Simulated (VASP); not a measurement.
# CO2 (Pa-3) in VASP: single point with r2SCAN

Aim: the single point of CO2 with r2SCAN.

Everything below comes from runs of VASP 6.6.1. Logs are shortened: lines on timing, memory, paths and dates and some standing lists are left out, and cuts for length are marked.

## (1) The cell of the first run

Symmetry: Pa-3, No. 205, cubic system. Conventional cell: a = 5.569 Å, b = 5.569 Å, c = 5.569 Å, α = 90.00°, β = 90.00°, γ = 90.00°. C (site symmetry -3) has 2 O at 1.16 Å within 1.6 Å. O (site symmetry 3) has 1 C at 1.16 Å within 1.6 Å.

## (2) Single point, r2SCAN

POSCAR

```
CO2
1.0
    5.5685279164      0.0000000000      0.0000000000
    0.0000000000      5.5685279164      0.0000000000
    0.0000000000      0.0000000000      5.5685279164
C O
4 8
Direct
    0.0000000000      0.0000000000      0.0000000000
    0.5000000000      0.0000000000      0.5000000000
    0.5000000000      0.5000000000      0.0000000000
    0.0000000000      0.5000000000      0.5000000000
    0.1202897218      0.1202897218      0.1202897218
    0.3797102782      0.8797102782      0.6202897218
    0.6202897218      0.3797102782      0.8797102782
    0.8797102782      0.6202897218      0.3797102782
    0.8797102782      0.8797102782      0.8797102782
    0.6202897218      0.1202897218      0.3797102782
    0.3797102782      0.6202897218      0.1202897218
    0.1202897218      0.3797102782      0.6202897218
```

INCAR.step1

```
SYSTEM = CO2
PREC = Accurate ; ENCUT = 660
ISMEAR = 0 ; SIGMA = 0.02
LREAL = .False. ; LASPH = .True.
NELM = 120 ; NBANDS = 44
GGA = PE ; ALGO = Normal
EDIFF = 1E-5 ; LWAVE = .True.
LCHARG = .False. ; GGA_COMPAT = .False.
```

INCAR.step2

```
SYSTEM = CO2
PREC = Accurate ; ENCUT = 660
EDIFF = 1E-6 ; ISMEAR = 0
SIGMA = 0.02 ; LREAL = .False.
LASPH = .True. ; NELM = 120
ALGO = Normal ; ISIF = 2
LWAVE = .False. ; LCHARG = .False.
METAGGA = R2SCAN ; LMIXTAU = .True.
NBANDS = 44 ; ISTART = 1
GGA_COMPAT = .False.
```

KPOINTS

```
regular mesh
0
Gamma
  4 4 4
  0 0 0
```

Potentials or basis: VASP PAW PBE potentials, release 64 (C, O).

Run with:

```console
> cat potpaw_PBE.64/C/POTCAR potpaw_PBE.64/O/POTCAR > POTCAR
> cp INCAR.step1 INCAR
> mpirun -np 1 vasp_std > vasp.out
> cp INCAR.step2 INCAR
> mpirun -np 1 vasp_std > vasp.out
```

OUTCAR:

```text
SYSTEM = CO2
   PREC = Accurate
   ENCUT = 660
   EDIFF = 1E-6
   ISMEAR = 0
   LREAL = .False.
   LASPH = .True.
   NELM = 120
   ISIF = 2
   METAGGA = R2SCAN
   ISTART = 1

 ion  position               nearest neighbor table
   1  0.000  0.000  0.000-   5 1.16   9 1.16
   2  0.500  0.000  0.500-   6 1.16  10 1.16
   3  0.500  0.500  0.000-   7 1.16  11 1.16
   4  0.000  0.500  0.500-   8 1.16  12 1.16
   5  0.120  0.120  0.120-   1 1.16
   6  0.380  0.880  0.620-   2 1.16
   7  0.620  0.380  0.880-   3 1.16
   8  0.880  0.620  0.380-   4 1.16
   9  0.880  0.880  0.880-   1 1.16
  10  0.620  0.120  0.380-   2 1.16
  11  0.380  0.620  0.120-   3 1.16
  12  0.120  0.380  0.620-   4 1.16

  LATTYP: Found a simple cubic cell.
 ALAT       =     5.5685279164

  Lattice vectors:

 A1 = (   5.5685279164,   0.0000000000,   0.0000000000)
 A2 = (   0.0000000000,   5.5685279164,   0.0000000000)
 A3 = (   0.0000000000,   0.0000000000,   5.5685279164)

Analysis of symmetry for initial positions (statically):
=====================================================================
 Subroutine PRICEL returns:
 Original cell was already a primitive cell.

 Routine SETGRP: Setting up the symmetry group for a
 simple cubic supercell.

 Subroutine GETGRP returns: Found 24 space group operations
 (whereof  6 operations were pure point group operations)
 out of a pool of 48 trial point group operations.

The static configuration has the point symmetry S_6 .
 The point group associated with its full space group is T_h .

Analysis of symmetry for dynamics (positions and initial velocities):
=====================================================================
 Subroutine PRICEL returns:
 Original cell was already a primitive cell.

 Routine SETGRP: Setting up the symmetry group for a
 simple cubic supercell.

 Subroutine GETGRP returns: Found 24 space group operations
 (whereof  6 operations were pure point group operations)
 out of a pool of 48 trial point group operations.

The dynamic configuration has the point symmetry S_6 .
 The point group associated with its full space group is T_h .

[... 109 lines left out ...]
   NFREE  =      0    steps in history (QN), initial steepest desc. (CG)
   ISIF   =      2    stress and relaxation
   ISYM   =      2    0-nonsym 1-usesym 2-fastsym
   POTIM  = 0.5000    time-step for ionic-motion
   TEBEG  =    0.0;   TEEND  =   0.0 temperature during run
   PSTRESS=    0.0 pullay stress
   NELECT =      64.0000    total number of electrons
   NUPDOWN=      -1.0000    fix difference up-down
   EMIN   =  10.00;   EMAX   =-10.00  energy-range for DOS
   EFERMI =   0.00;   METHOD = LEGACY
   ISMEAR =     0;   SIGMA  =   0.02  broadening in eV -4-tet -1-fermi 0-gaus
   EFERMI_NEDOS =   21; number of points for ismear=-14 and -15
   IALGO  =     38    algorithm
   IMIX   =      4    mixing-type and parameters
     AMIX     =   0.40;   BMIX     =  1.00
     AMIX_MAG =   1.60;   BMIX_MAG =  1.00
  volume/ion in A,a.u.               =      14.39        97.10
  Fermi-wavevector in a.u.,A,eV,Ry     =   1.175965  2.222252 18.815413  1.382894
  Thomas-Fermi vector in A             =   2.312337
   LORBIT       =      0    0 simple, 1 ext, 2 COOP (PROOUT), +10 PAW based schemes
   METAGGA = R2SCAN    functional components
   LHFCALC =     F    Hartree Fock is set to
   AEXX    =    0.0000 exact exchange contribution
   IVDW    =     0    specifies the selected vdW correction
   LEPSILON=     F    determine dielectric tensor
   LRPA    =     F    only Hartree local field effects (RPA)
 non-spin polarized calculation
 Gauss-broadening in eV      SIGMA  =   0.02
  energy-cutoff  :      660.00
  volume of cell :      172.67
 maximum number of plane-waves:      6704
 NGX is ok and might be reduce to    48
   NGX = 23   NGY = 23   NGZ = 23

 number of electron      63.9999982 magnetization

 Free energy of the ion-electron system (eV)
  ---------------------------------------------------
  ext. energy  EPLUGINS =         0.00000000
  ---------------------------------------------------
  free energy    TOTEN  =      -103.12487542 eV

  energy without entropy =     -103.12487542  energy(sigma->0) =     -103.12487542

 E-fermi :  -3.8745     XC(G=0):  -8.4027

 val. band max:       -4.0043774497   @ k =   0.0000   0.0000   0.0000
 cond. band min:       3.5007295338   @ k =   0.0000   0.0000   0.0000
 fundamental gap:      7.5051069836
 Fermi energy:        -3.8745032704

 k-point     1 :       0.0000    0.0000    0.0000
  band No.  band energies     occupation
      1     -25.8727      2.00000
      2     -25.6523      2.00000
      3     -25.6523      2.00000
      4     -25.6523      2.00000
      5     -24.6501      2.00000
      6     -24.6501      2.00000
[... 506 lines left out ...]
     43       6.5415      0.00000
     44       6.5415      0.00000

------------------------ aborting loop because EDIFF is reached ----------------------------------------

  FORCE on cell =-STRESS in cart. coord.  units (eV):
  Direction    XX          YY          ZZ          XY          YZ          ZX
  --------------------------------------------------------------------------------------
  -------------------------------------------------------------------------------------
  Total        1.7577272      1.7577272      1.7577272      0.0000000     -0.0000000     -0.0000000
  in kB       16.3095075     16.3095075     16.3095075      0.0000000     -0.0000000     -0.0000000
  external PRESSURE =      16.3095075 kB  Pullay stress =       0.0000000 kB

 VOLUME and BASIS-vectors are now :
 -----------------------------------------------------------------------------
  energy-cutoff  :      660.00
  volume of cell :      172.67
      direct lattice vectors                 reciprocal lattice vectors
     5.568527916  0.000000000  0.000000000     0.179580675  0.000000000  0.000000000
     0.000000000  5.568527916  0.000000000     0.000000000  0.179580675  0.000000000
     0.000000000  0.000000000  5.568527916     0.000000000  0.000000000  0.179580675

 POSITION                                       TOTAL-FORCE (eV/Angst)
 -----------------------------------------------------------------------------------
      0.00000      0.00000      0.00000         0.000000     -0.000000     -0.000000
      2.78426      0.00000      2.78426         0.000000     -0.000000     -0.000000
      2.78426      2.78426      0.00000         0.000000     -0.000000     -0.000000
      0.00000      2.78426      2.78426         0.000000     -0.000000     -0.000000
      0.66984      0.66984      0.66984         0.427530      0.427530      0.427530
      2.11443      4.89869      3.45410        -0.427530     -0.427530      0.427530
      3.45410      2.11443      4.89869         0.427530     -0.427530     -0.427530
      4.89869      3.45410      2.11443        -0.427530      0.427530     -0.427530
      4.89869      4.89869      4.89869        -0.427530     -0.427530     -0.427530
      3.45410      0.66984      2.11443         0.427530      0.427530     -0.427530
      2.11443      3.45410      0.66984        -0.427530      0.427530      0.427530
      0.66984      2.11443      3.45410         0.427530     -0.427530      0.427530
 -----------------------------------------------------------------------------------
    total drift:                                0.000000     -0.000000     -0.000000

  FREE ENERGIE OF THE ION-ELECTRON SYSTEM (eV)
  ---------------------------------------------------
  free  energy   TOTEN  =      -103.1248754228 eV

  energy  without entropy=     -103.1248754228  energy(sigma->0) =     -103.12487542
```

OSZICAR.step1:

```text
N       E                     dE             d eps       ncg     rms          rms(c)
DAV:   1     0.454505383279E+03    0.45451E+03   -0.38244E+04   968   0.160E+03
DAV:   2    -0.657566591050E+02   -0.52026E+03   -0.50472E+03  1312   0.342E+02
DAV:   3    -0.982256310251E+02   -0.32469E+02   -0.32229E+02  1144   0.876E+01
DAV:   4    -0.986319554034E+02   -0.40632E+00   -0.40498E+00  1140   0.109E+01
DAV:   5    -0.986382724396E+02   -0.63170E-02   -0.63165E-02  1124   0.133E+00    0.193E+01
DAV:   6    -0.926198895791E+02    0.60184E+01   -0.18120E+01  1096   0.225E+01    0.884E+00
DAV:   7    -0.922038471302E+02    0.41604E+00   -0.90518E-01  1092   0.521E+00    0.494E+00
DAV:   8    -0.920975492822E+02    0.10630E+00   -0.67730E-01  1080   0.393E+00    0.106E+00
DAV:   9    -0.920830572236E+02    0.14492E-01   -0.55924E-02  1048   0.130E+00    0.429E-01
DAV:  10    -0.920839655860E+02   -0.90836E-03   -0.98480E-03  1148   0.458E-01    0.841E-02
DAV:  11    -0.920842103021E+02   -0.24472E-03   -0.28601E-04  1068   0.980E-02    0.364E-02
DAV:  12    -0.920842723997E+02   -0.62098E-04   -0.53465E-05  1052   0.422E-02    0.484E-03
DAV:  13    -0.920842730742E+02   -0.67458E-06   -0.19140E-06   516   0.899E-03
   1 F= -.92084273E+02 E0= -.92084273E+02  d E =-.117807E-26
```

Run time: 5.5 min. Hardware: 1 thread of Intel Xeon Platinum 8259CL at 2.50GHz (Skylake/Cascade Lake), shared host; peak memory 0.39 GiB.

What came out:

- Free energy: -103.1249 eV
- Pressure: 1.6 GPa
- Largest force: 0.741 eV/Å
- Band gap on the k mesh: 7.51 eV

Forces in eV/Å, atoms in the order of the input:
```
C    0.000  0.000  0.000
C    0.000  0.000  0.000
C    0.000  0.000  0.000
C    0.000  0.000  0.000
O    0.428  0.428  0.428
O   -0.428 -0.428  0.428
O    0.428 -0.428 -0.428
O   -0.428  0.428 -0.428
O   -0.428 -0.428 -0.428
O    0.428  0.428 -0.428
O   -0.428  0.428  0.428
O    0.428 -0.428  0.428
```

Caveat: the PAW data sets were made with another functional, which shifts forces and pressure a little. A k mesh can miss the band edges.
